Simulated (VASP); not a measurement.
# Ge (P6/mmm) in VASP: a series of runs

The runs below take Ge through single point, with PBE.

Everything below comes from runs of VASP 6.6.1. Logs are shortened: lines on timing, memory, paths and dates and some standing lists are left out, and cuts for length are marked.

### 1 The cell of the first run

It takes space group P6/mmm (No. 191, hexagonal). Conventional cell: a = 2.404 Å, b = 2.404 Å, c = 2.247 Å, α = 90.00°, β = 90.00°, γ = 120.00°. Within 3.0 Å of Ge (site symmetry 6/mmm) lie 8 Ge at 2.25 to 2.40 Å.

### 2 Single point, PBE (volume scaled by 0.58)

Input file INCAR:

```
SYSTEM = Ge
  PREC = Accurate
  ENCUT = 520
  EDIFF = 1E-6
  ISMEAR = -1
  SIGMA = 0.1
  LREAL = .FALSE.
  LASPH = .TRUE.
  NELM = 80
  ALGO = Normal
  ISIF = 2
  LWAVE = .FALSE.
  LCHARG = .TRUE.
  GGA = PE
  LELF = .TRUE.
  LVHAR = .TRUE.
  NBANDS = 13
```

Input file KPOINTS:

```
Automatic mesh
0
G
  17 17 15
  0 0 0
```

Input file POSCAR:

```
Ge
1.0
    2.4040277781      0.0000000000      0.0000000000
   -1.2020138890      2.0819491272      0.0000000000
    0.0000000000      0.0000000000      2.2469679980
Ge
1
Direct
    0.0000000000      0.0000000000      0.0000000000
```

Potentials or basis: VASP PAW PBE potentials, release 64 (Ge_d).

Launch:

```bash
$ cat potpaw_PBE.64/Ge_d/POTCAR > POTCAR
$ mpirun -np 1 vasp_std > vasp.out
```

OUTCAR:

```text
SYSTEM = Ge
   PREC = Accurate
   ENCUT = 520
   EDIFF = 1E-6
   ISMEAR = -1
   LREAL = .FALSE.
   LASPH = .TRUE.
   NELM = 80
   ISIF = 2
   GGA = PE

 ion  position               nearest neighbor table
   1  0.000  0.000  0.000-

  LATTYP: Found a hexagonal cell.
 ALAT       =     2.4040277781
 C/A-ratio  =     0.9346680677

  Lattice vectors:

 A1 = (   2.4040277781,   0.0000000000,   0.0000000000)
 A2 = (  -1.2020138890,   2.0819491272,   0.0000000000)
 A3 = (   0.0000000000,   0.0000000000,   2.2469679980)

Analysis of symmetry for initial positions (statically):
=====================================================================
 Subroutine PRICEL returns:
 Original cell was already a primitive cell.

 Routine SETGRP: Setting up the symmetry group for a
 hexagonal supercell.

 Subroutine GETGRP returns: Found 24 space group operations
 (whereof 24 operations were pure point group operations)
 out of a pool of 24 trial point group operations.

The static configuration has the point symmetry D_6h.

Analysis of symmetry for dynamics (positions and initial velocities):
=====================================================================
 Subroutine PRICEL returns:
 Original cell was already a primitive cell.

 Routine SETGRP: Setting up the symmetry group for a
 hexagonal supercell.

 Subroutine GETGRP returns: Found 24 space group operations
 (whereof 24 operations were pure point group operations)
 out of a pool of 24 trial point group operations.

The dynamic configuration has the point symmetry D_6h.

 Subroutine INISYM returns: Found 24 space group operations
 (whereof 24 operations are pure point group operations),
 and found     1 'primitive' translations

----------------------------------------------------------------------------------------

                                     Primitive cell

  volume of cell :      11.2462

  direct lattice vectors                    reciprocal lattice vectors
     2.404027778  0.000000000  0.000000000     0.415968571  0.240159567  0.000000000
    -1.202013889  2.081949127  0.000000000     0.000000000  0.480319133  0.000000000
     0.000000000  0.000000000  2.246967998     0.000000000  0.000000000  0.445044167

  length of vectors
     2.404027778  2.404027778  2.246967998     0.480319133  0.480319133  0.445044167

  position of ions in fractional coordinates (direct lattice)
     0.000000000  0.000000000  0.000000000

  ion indices of the primitive-cell ions
   primitive index   ion index
                 1           1
[... 74 lines left out ...]
   EDIFFG = 0.1E-04   stopping-criterion for IOM
   NSW    =      0    number of steps for IOM
   IBRION =     -1    ionic relax: 0-MD 1-quasi-New 2-CG
   NFREE  =      0    steps in history (QN), initial steepest desc. (CG)
   ISIF   =      2    stress and relaxation
   ISYM   =      2    0-nonsym 1-usesym 2-fastsym
   POTIM  = 0.5000    time-step for ionic-motion
   TEBEG  =    0.0;   TEEND  =   0.0 temperature during run
   PSTRESS=    0.0 pullay stress
   NELECT =      14.0000    total number of electrons
   NUPDOWN=      -1.0000    fix difference up-down
   EMIN   =  10.00;   EMAX   =-10.00  energy-range for DOS
   EFERMI =   0.00;   METHOD = LEGACY
   ISMEAR =    -1;   SIGMA  =   0.10  broadening in eV -4-tet -1-fermi 0-gaus
   EFERMI_NEDOS =   21; number of points for ismear=-14 and -15
   IALGO  =     38    algorithm
   IMIX   =      4    mixing-type and parameters
     AMIX     =   0.40;   BMIX     =  1.00
     AMIX_MAG =   1.60;   BMIX_MAG =  1.00
  volume/ion in A,a.u.               =      11.25        75.89
  Fermi-wavevector in a.u.,A,eV,Ry     =   1.761092  3.327981 42.197716  3.101445
  Thomas-Fermi vector in A             =   2.829729
   LORBIT       =      0    0 simple, 1 ext, 2 COOP (PROOUT), +10 PAW based schemes
   GGA     = PE    functional components
   LHFCALC =     F    Hartree Fock is set to
   AEXX    =    0.0000 exact exchange contribution
   IVDW    =     0    specifies the selected vdW correction
   LEPSILON=     F    determine dielectric tensor
   LRPA    =     F    only Hartree local field effects (RPA)
 non-spin polarized calculation
  energy-cutoff  :      520.00
  volume of cell :       11.25
 maximum number of plane-waves:       322
 NGX is ok and might be reduce to    18
   NGX =  9   NGY =  9   NGZ =  9

 number of electron      14.0000009 magnetization

 Free energy of the ion-electron system (eV)
  ---------------------------------------------------
  ext. energy  EPLUGINS =         0.00000000
  ---------------------------------------------------
  free energy    TOTEN  =        -2.34697466 eV

  energy without entropy =       -2.33889916  energy(sigma->0) =       -2.34293691

 E-fermi :  14.0620     XC(G=0): -14.1102

 val. band max:       14.0381944867   @ k =   0.2941   0.1765   0.0667
 cond. band min:      14.1344940943   @ k =   0.3529   0.1765   0.4667
 fundamental gap:      0.0962996076
 Fermi energy:        14.0619769450

 k-point     1 :       0.0000    0.0000    0.0000
  band No.  band energies     occupation
      1     -12.1774      2.00000
      2     -11.7101      2.00000
      3     -11.7101      2.00000
      4     -11.1726      2.00000
      5     -11.1726      2.00000
      6      -4.9439      2.00000
      7      23.7660      0.00000
      8      26.9397      0.00000
      9      27.4323      0.00000
     10      27.4323      0.00000
     11      31.1654      0.00000
     12      31.9400      0.00000
     13      31.9400      0.00000
[... 354 lines left out ...]
  band No.  band energies     occupation
      1     -12.0157      2.00000
      2     -11.7885      2.00000
      3     -11.4170      2.00000
      4     -11.3183      2.00000
      5     -11.2224      2.00000
      6      -1.5466      2.00000
      7      14.7782      0.00155
      8      15.8629      0.00000
      9      27.3520      0.00000
     10      30.2989      0.00000
     11      32.7481      0.00000
     12      35.9982      0.00000
     13      44.6507      0.00000

 [... further k-points ...]
[... 5 lines left out ...]
  --------------------------------------------------------------------------------------
  -------------------------------------------------------------------------------------
  Total        8.9028027      8.9028027      8.8615590      0.0000000     -0.0000000     -0.0000000
  in kB     1268.3258632   1268.3258631   1262.4501402      0.0000000     -0.0000000     -0.0000000
  external PRESSURE =    1266.3672888 kB  Pullay stress =       0.0000000 kB

 VOLUME and BASIS-vectors are now :
 -----------------------------------------------------------------------------
  energy-cutoff  :      520.00
  volume of cell :       11.25
      direct lattice vectors                 reciprocal lattice vectors
     2.404027778  0.000000000  0.000000000     0.415968571  0.240159567  0.000000000
    -1.202013889  2.081949127  0.000000000     0.000000000  0.480319133  0.000000000
     0.000000000  0.000000000  2.246967998     0.000000000  0.000000000  0.445044167

 POSITION                                       TOTAL-FORCE (eV/Angst)
 -----------------------------------------------------------------------------------
      0.00000      0.00000      0.00000         0.000000      0.000000      0.000000
 -----------------------------------------------------------------------------------
    total drift:                                0.000000      0.000000      0.000000

  FREE ENERGIE OF THE ION-ELECTRON SYSTEM (eV)
  ---------------------------------------------------
  free  energy   TOTEN  =        -2.3469746554 eV

  energy  without entropy=       -2.3388991631  energy(sigma->0) =       -2.34293691
```

OSZICAR:

```text
N       E                     dE             d eps       ncg     rms          rms(c)
DAV:   1     0.567596134981E+02    0.56760E+02   -0.65679E+03  7983   0.335E+03
DAV:   2     0.621402684915E+00   -0.56138E+02   -0.53199E+02  7284   0.388E+02
DAV:   3    -0.240368019220E+01   -0.30251E+01   -0.30068E+01  7739   0.590E+01
DAV:   4    -0.242544802405E+01   -0.21768E-01   -0.21764E-01  7874   0.501E+00
DAV:   5    -0.242556236459E+01   -0.11434E-03   -0.11434E-03  7845   0.377E-01    0.351E+00
DAV:   6    -0.238137487134E+01    0.44187E-01   -0.65775E-03  9411   0.226E+00    0.201E+00
DAV:   7    -0.234715896731E+01    0.34216E-01   -0.14794E-02  9279   0.227E+00    0.154E-01
DAV:   8    -0.234699141812E+01    0.16755E-03   -0.10561E-03  8374   0.974E-01    0.401E-02
DAV:   9    -0.234698306924E+01    0.83489E-05   -0.10453E-04  9580   0.289E-01    0.423E-02
DAV:  10    -0.234697478413E+01    0.82851E-05   -0.52442E-06 10068   0.425E-02    0.235E-03
DAV:  11    -0.234697465540E+01    0.12873E-06   -0.23077E-07  4617   0.142E-02
   1 F= -.23469747E+01 E0= -.23429369E+01  d E =-.807549E-02
```

Wall time 12 s (1 thread of Intel Xeon 6975P-C (Granite Rapids), shared host); peak memory 0.14 GiB.

Results:

```yaml
Free_energy: -2.3470 eV
Pressure: 126.6 GPa
Band_gap_on_the_k_mesh: zero (band 7 reaches 23.90 eV, above the bottom of band 8 at 8.73 eV)
```

Levels at points of the mesh, in eV from the Fermi level:
| k point | band 3 | band 4 | band 5 | band 6 | band 7 | band 8 | band 9 | band 10 | band 11 | band 12 |
| --- | --- | --- | --- | --- | --- | --- | --- | --- | --- | --- |
| (0.00, 0.00, 0.00) | -25.77 | -25.23 | -25.23 | -19.01 | 9.70 | 12.88 | 13.37 | 13.37 | 17.10 | 17.88 |

[end of part 1 of 2]
